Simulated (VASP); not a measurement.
# W (Im-3m) in VASP: a series of runs

Runs on W. Level: PBEsol. Tasks: relaxation of cell and atoms.

Program: VASP 6.6.1. These are calculated values, not measurements. Logs are shortened: lines on timing, memory, paths and dates and some standing lists are left out, and cuts for length are marked.

## (1) The cell of the first run

Symmetry: Im-3m, No. 229, cubic system. Conventional cell: a = 3.165 Å, b = 3.165 Å, c = 3.165 Å, α = 90.00°, β = 90.00°, γ = 90.00°. Within 3.6 Å of W (site symmetry m-3m) lie 14 W at 2.74 to 3.16 Å.

## (2) Relaxation of cell and atoms, PBEsol

The input, INCAR:

```
PREC = Accurate ; ENCUT = 600
EDIFF = 1E-6 ; ISMEAR = -1
SIGMA = 0.05 ; LREAL = False
LASPH = True ; NELM = 60
ALGO = Normal ; ISIF = 3
LWAVE = False ; LCHARG = False
GGA = PS ; IBRION = 2
NSW = 80 ; EDIFFG = -0.02
```

The input, KPOINTS:

```
regular mesh
0
Gamma
  12 12 12
```

The input, POSCAR:

```
W
1.0
   -1.5823450000      1.5823450000      1.5823450000
    1.5823450000     -1.5823450000      1.5823450000
    1.5823450000      1.5823450000     -1.5823450000
W
1
Direct
    0.0000000000      0.0000000000      0.0000000000
```

Potentials or basis: VASP PAW PBE potentials, release 64 (W_sv).

Launch:

```
> cat potpaw_PBE.64/W_sv/POTCAR > POTCAR
> mpirun -np 1 vasp_std > vasp.out
```

OUTCAR:

```text
PREC = Accurate
   ENCUT = 600
   EDIFF = 1E-6
   ISMEAR = -1
   LREAL = False
   LASPH = True
   NELM = 60
   ISIF = 3
   GGA = PS
   IBRION = 2
   NSW = 80
   EDIFFG = -0.02

 ion  position               nearest neighbor table
   1  0.000  0.000  0.000-

  LATTYP: Found a body centered cubic cell.
 ALAT       =     3.1646900000

  Lattice vectors:

 A1 = (  -1.5823450000,   1.5823450000,   1.5823450000)
 A2 = (   1.5823450000,  -1.5823450000,   1.5823450000)
 A3 = (   1.5823450000,   1.5823450000,  -1.5823450000)

Analysis of symmetry for initial positions (statically):
=====================================================================
 Subroutine PRICEL returns:
 Original cell was already a primitive cell.

 Routine SETGRP: Setting up the symmetry group for a
 body centered cubic supercell.

 Subroutine GETGRP returns: Found 48 space group operations
 (whereof 48 operations were pure point group operations)
 out of a pool of 48 trial point group operations.

The static configuration has the point symmetry O_h .

Analysis of symmetry for dynamics (positions and initial velocities):
=====================================================================
 Subroutine PRICEL returns:
 Original cell was already a primitive cell.

 Routine SETGRP: Setting up the symmetry group for a
 body centered cubic supercell.

 Subroutine GETGRP returns: Found 48 space group operations
 (whereof 48 operations were pure point group operations)
 out of a pool of 48 trial point group operations.

The dynamic configuration has the point symmetry O_h .

 Subroutine INISYM returns: Found 48 space group operations
 (whereof 48 operations are pure point group operations),
 and found     1 'primitive' translations

----------------------------------------------------------------------------------------

                                     Primitive cell

  volume of cell :      15.8476

  direct lattice vectors                    reciprocal lattice vectors
    -1.582345000  1.582345000  1.582345000     0.000000000  0.315986716  0.315986716
     1.582345000 -1.582345000  1.582345000     0.315986716  0.000000000  0.315986716
     1.582345000  1.582345000 -1.582345000     0.315986716  0.315986716  0.000000000

  length of vectors
     2.740701935  2.740701935  2.740701935     0.446872699  0.446872699  0.446872699

  position of ions in fractional coordinates (direct lattice)
     0.000000000  0.000000000  0.000000000

  ion indices of the primitive-cell ions
   primitive index   ion index
                 1           1

----------------------------------------------------------------------------------------

 KPOINTS: regular mesh

Automatic generation of k-mesh.
 Grid dimensions read from file:
 generate k-points for:   12   12   12

 Generating k-lattice:

  Cartesian coordinates                     Fractional coordinates (reciprocal lattice)
     0.000000000  0.026332226  0.026332226     0.083333333  0.000000000  0.000000000
     0.026332226  0.000000000  0.026332226     0.000000000  0.083333333  0.000000000
     0.026332226  0.026332226  0.000000000     0.000000000  0.000000000  0.083333333

  Length of vectors
     0.037239392  0.037239392  0.037239392

  Shift w.r.t. Gamma in fractional coordinates (k-lattice)
     0.000000000  0.000000000  0.000000000

 Subroutine IBZKPT returns following result:
 ===========================================

 Found     72 irreducible k-points:

 Following reciprocal coordinates:
            Coordinates               Weight
  0.000000  0.000000  0.000000      1.000000
  0.083333  0.000000  0.000000     12.000000
  0.166667  0.000000  0.000000     12.000000
  0.250000  0.000000  0.000000     12.000000
  0.333333  0.000000  0.000000     12.000000
  0.416667  0.000000  0.000000     12.000000
[... 16 lines left out ...]
  0.333333  0.083333  0.083333     24.000000
  0.416667  0.083333  0.083333     12.000000
 [... further k-points ...]
   k-points           NKPTS =     72   k-points in BZ     NKDIM =     72   number of bands    NBANDS=     11
   number of dos      NEDOS =    301   number of ions     NIONS =      1
   total plane-waves  NPLWV =  13824
   dimension x,y,z NGX =    24 NGY =   24 NGZ =   24
   dimension x,y,z NGXF=    48 NGYF=   48 NGZF=   48
   ions per type =               1
   NGX,Y,Z   is equivalent  to a cutoff of  14.56, 14.56, 14.56 a.u.
   NGXF,Y,Z  is equivalent  to a cutoff of  29.12, 29.12, 29.12 a.u.
 SYSTEM =  unknown system
   PREC   = accura    normal or accurate (medium, high low for compatibility)
   ISTART =      0    job   : 0-new  1-cont  2-samecut
   ICHARG =      2    charge: 1-file 2-atom 10-const
   ISPIN  =      1    spin polarized calculation?
   LNONCOLLINEAR =      F non collinear calculations
   LSORBIT =      F    spin-orbit coupling
   LASPH  =      T    aspherical Exc in radial PAW
   ENCUT  =  600.0 eV  44.10 Ry    6.64 a.u.   5.47  5.47  5.47*2*pi/ulx,y,z
   NELM   =     60;   NELMIN=  2; NELMDL= -5     # of ELM steps
   EDIFF  = 0.1E-05   stopping-criterion for ELM
   LREAL  =      F    real-space projection
   EDIFFG = -.2E-01   stopping-criterion for IOM
   NSW    =     80    number of steps for IOM
   IBRION =      2    ionic relax: 0-MD 1-quasi-New 2-CG
   NFREE  =      1    steps in history (QN), initial steepest desc. (CG)
   ISIF   =      3    stress and relaxation
   ISYM   =      2    0-nonsym 1-usesym 2-fastsym
   POTIM  = 0.5000    time-step for ionic-motion
   TEBEG  =    0.0;   TEEND  =   0.0 temperature during run
   PSTRESS=    0.0 pullay stress
   NELECT =      14.0000    total number of electrons
   NUPDOWN=      -1.0000    fix difference up-down
   EMIN   =  10.00;   EMAX   =-10.00  energy-range for DOS
   EFERMI =   0.00;   METHOD = LEGACY
   ISMEAR =    -1;   SIGMA  =   0.05  broadening in eV -4-tet -1-fermi 0-gaus
   EFERMI_NEDOS =   21; number of points for ismear=-14 and -15
   IALGO  =     38    algorithm
   IMIX   =      4    mixing-type and parameters
     AMIX     =   0.40;   BMIX     =  1.00
     AMIX_MAG =   1.60;   BMIX_MAG =  1.00
  volume/ion in A,a.u.               =      15.85       106.94
  Fermi-wavevector in a.u.,A,eV,Ry     =   1.570832  2.968442 33.572544  2.467512
  Thomas-Fermi vector in A             =   2.672506
   LORBIT       =      0    0 simple, 1 ext, 2 COOP (PROOUT), +10 PAW based schemes
   GGA     = PS    functional components
   LHFCALC =     F    Hartree Fock is set to
   AEXX    =    0.0000 exact exchange contribution
   IVDW    =     0    specifies the selected vdW correction
   LEPSILON=     F    determine dielectric tensor
   LRPA    =     F    only Hartree local field effects (RPA)
 conjugate gradient relaxation of ions
 non-spin polarized calculation
  energy-cutoff  :      600.00
  volume of cell :       15.85
 maximum number of plane-waves:       543
 NGX is ok and might be reduce to    24
   NGX = 11   NGY = 11   NGZ = 11

--------------------------------------- Ionic step        1  -------------------------------------------

 number of electron      14.0000001 magnetization

 Free energy of the ion-electron system (eV)
  ---------------------------------------------------
  ext. energy  EPLUGINS =         0.00000000
  ---------------------------------------------------
  free energy    TOTEN  =       -13.80616335 eV

  energy without entropy =      -13.80123486  energy(sigma->0) =      -13.80369911

------------------------ aborting loop because EDIFF is reached ----------------------------------------

  FORCE on cell =-STRESS in cart. coord.  units (eV):
  Direction    XX          YY          ZZ          XY          YZ          ZX
  --------------------------------------------------------------------------------------
  -------------------------------------------------------------------------------------
  Total       -0.2271286     -0.2271286     -0.2271286     -0.0000000      0.0000000      0.0000000
  in kB      -22.9624875    -22.9624875    -22.9624875     -0.0000000      0.0000000      0.0000000
  external PRESSURE =     -22.9624875 kB  Pullay stress =       0.0000000 kB
[... 55 lines left out ...]
  energy  without entropy=      -13.7912277862  energy(sigma->0) =      -13.79384902

--------------------------------------- Ionic step        3  -------------------------------------------

 number of electron      14.0000001 magnetization

 Free energy of the ion-electron system (eV)
  ---------------------------------------------------
  ext. energy  EPLUGINS =         0.00000000
  ---------------------------------------------------
  free energy    TOTEN  =       -13.80701060 eV

  energy without entropy =      -13.80197656  energy(sigma->0) =      -13.80449358

 E-fermi :  11.3029     XC(G=0): -13.8037

 val. band max:       11.2759665545   @ k =   0.4167   0.0833   0.0000
 cond. band min:      11.3067143518   @ k =  -0.1667   0.1667   0.0833
 fundamental gap:      0.0307477973
 Fermi energy:        11.3029444248

 k-point     1 :       0.0000    0.0000    0.0000
  band No.  band energies     occupation
      1     -62.7544      2.00000
      2     -26.3006      2.00000
      3     -26.3006      2.00000
      4     -26.3006      2.00000
      5       1.6893      2.00000
      6      10.1363      2.00000
      7      10.1363      2.00000
      8      10.1363      2.00000
      9      13.6360      0.00000
     10      13.6360      0.00000
     11      25.9428      0.00000
[... 309 lines left out ...]
 k-point    24 :       0.4167    0.0833    0.0833
  band No.  band energies     occupation
      1     -62.6126      2.00000
      2     -27.5398      2.00000
      3     -26.7927      2.00000
      4     -26.3978      2.00000
      5       5.7189      2.00000
      6       7.7349      2.00000
      7      11.1387      1.92775
      8      13.7896      0.00000
      9      14.5667      0.00000
     10      18.9037      0.00000
     11      21.3953      0.00000

 [... further k-points ...]
[... 5 lines left out ...]
  --------------------------------------------------------------------------------------
  -------------------------------------------------------------------------------------
  Total       -0.0007880     -0.0007880     -0.0007880      0.0000000      0.0000000     -0.0000000
  in kB       -0.0802461     -0.0802461     -0.0802461      0.0000000      0.0000000     -0.0000000
  external PRESSURE =      -0.0802461 kB  Pullay stress =       0.0000000 kB
[... 16 lines left out ...]
  FREE ENERGIE OF THE ION-ELECTRON SYSTEM (eV)
  ---------------------------------------------------
  free  energy   TOTEN  =       -13.8070105971 eV

  energy  without entropy=      -13.8019765619  energy(sigma->0) =      -13.80449358

 reached required accuracy - stopping structural energy minimisation
```

Run time: 9.7 s. Hardware: 1 thread of Intel Xeon 6975P-C (Granite Rapids), shared host; peak memory 0.15 GiB.

Results:

* Free energy: -13.8070 eV
* Relaxed volume: 15.73 Å³/atom
* Relaxed cell: a = 2.734 Å, b = 2.734 Å, c = 2.734 Å, α = 109.47°, β = 109.47°, γ = 109.47°
* Space group after relaxing (to 0.05 Å): Im-3m (No. 229)
* Energy gained by relaxing: 0.8 meV/atom
* Ionic steps: 3
* Pressure after relaxing: 0.0 GPa
* Band gap on the k mesh: zero (band 7 reaches 16.62 eV, above the bottom of band 8 at 10.14 eV)

The path:
```
step  energy change (eV)  largest force (eV/Å)  pressure (GPa)  volume (Å³)
   1              0.0000                0.0000           -2.30        15.85
   2              0.0097                0.0000            8.65        15.33
   3             -0.0008                0.0000           -0.01        15.73
```

Final structure:
```cif
data_structure
_symmetry_space_group_name_H-M 'P 1'
_symmetry_Int_Tables_number 1
_cell_length_a 2.7341
_cell_length_b 2.7341
_cell_length_c 2.7341
_cell_angle_alpha 109.471
_cell_angle_beta 109.471
_cell_angle_gamma 109.471
_cell_volume 15.73
loop_
_atom_site_label
_atom_site_type_symbol
_atom_site_fract_x
_atom_site_fract_y
_atom_site_fract_z
_atom_site_occupancy
W1 W 0.00000 0.00000 0.00000 1
```

Caveat: the PAW data sets were made with another functional, which shifts forces and pressure a little; spin-orbit coupling is left out, which moves the levels of the heavy elements.

## (3) Relaxation of cell and atoms, PBEsol, target pressure 5 GPa, at which the enthalpy is minimised

The input, INCAR:

```
PREC     = Accurate       # precision mode
ENCUT    = 600            # plane-wave cutoff, eV
EDIFF    = 1E-7           # SCF threshold, eV
ISMEAR   = -1             # smearing method
SIGMA    = 0.05           # smearing width, eV
LREAL    = False          # projectors in reciprocal space
LASPH    = True           # aspherical terms in the spheres
NELM     = 80             # most SCF steps
ALGO     = Normal         # electronic algorithm
ISIF     = 3              # what is computed and relaxed
LWAVE    = False          # write WAVECAR
LCHARG   = False          # write CHGCAR
GGA      = PS             # functional
IBRION   = 2              # ionic algorithm
NSW      = 80             # ionic steps
EDIFFG   = -0.02          # ionic threshold
PSTRESS  = 50.0
```

KPOINTS is that of step 2.

POSCAR is that of step 2.

Potentials or basis: VASP PAW PBE potentials, release 64 (W_sv).

Launch:

```
> cat potpaw_PBE.64/W_sv/POTCAR > POTCAR
> mpirun -np 1 vasp_std > vasp.out
```

It took 14 s on 1 thread of Intel Xeon 6975P-C (Granite Rapids), shared host; peak memory 0.16 GiB.

Results (log left out):

```
Free energy                                            : -13.8034 eV
Relaxed volume                                         : 15.50 Å³/atom
Relaxed cell                                           : a = 2.720 Å, b = 2.720 Å, c = 2.720 Å, α = 109.47°, β = 109.47°, γ = 109.47°
Space group after relaxing (to 0.05 Å)                 : Im-3m (No. 229)
Energy change on relaxing (the enthalpy is what falls) : +2.8 meV/atom
Ionic steps                                            : 4
Pressure after relaxing                                : 5.0 GPa
Band gap on the k mesh                                 : zero (band 7 reaches 16.95 eV, above the bottom of band 8 at 10.33 eV)
```

Step by step:
| step | energy change (eV) | largest force (eV/Å) | pressure (GPa) | volume (Å³) |
| --- | --- | --- | --- | --- |
| 1 | 0.0000 | 0.0000 | -2.32 | 15.85 |
| 2 | 0.1637 | 0.0000 | 38.43 | 14.24 |
| 3 | 0.0024 | 0.0000 | 4.71 | 15.51 |
| 4 | 0.0028 | 0.0000 | 4.97 | 15.50 |

Final structure:
```cif
data_structure
_symmetry_space_group_name_H-M 'P 1'
_symmetry_Int_Tables_number 1
_cell_length_a 2.7203
_cell_length_b 2.7203
_cell_length_c 2.7203
_cell_angle_alpha 109.471
_cell_angle_beta 109.471
_cell_angle_gamma 109.471
_cell_volume 15.50
loop_
_atom_site_label
_atom_site_type_symbol
_atom_site_fract_x
_atom_site_fract_y
_atom_site_fract_z
_atom_site_occupancy
W1 W 0.00000 0.00000 0.00000 1
```

Levels at points of the mesh, in eV from the Fermi level:
| k point | band 4 | band 5 | band 6 | band 7 | band 8 | band 9 | band 10 | band 11 |
| --- | --- | --- | --- | --- | --- | --- | --- | --- |
| (0.00, 0.00, 0.00) | -37.57 | -9.71 | -1.21 | -1.21 | -1.21 | 2.36 | 2.36 | 14.66 |
| (0.50, 0.00, 0.00) | -37.58 | -6.37 | -3.62 | 0.84 | 2.27 | 3.27 | 6.44 | 11.62 |
| (0.50, 0.50, 0.50) | -38.54 | -5.97 | -5.97 | 5.41 | 5.41 | 5.41 | 8.51 | 8.51 |

Caveat: the cell is relaxed towards a set pressure, so the enthalpy falls and the energy may rise; the PAW data sets were made with another functional, which shifts forces and pressure a little; spin-orbit coupling is left out, which moves the levels of the heavy elements.

[end of part 1 of 3]
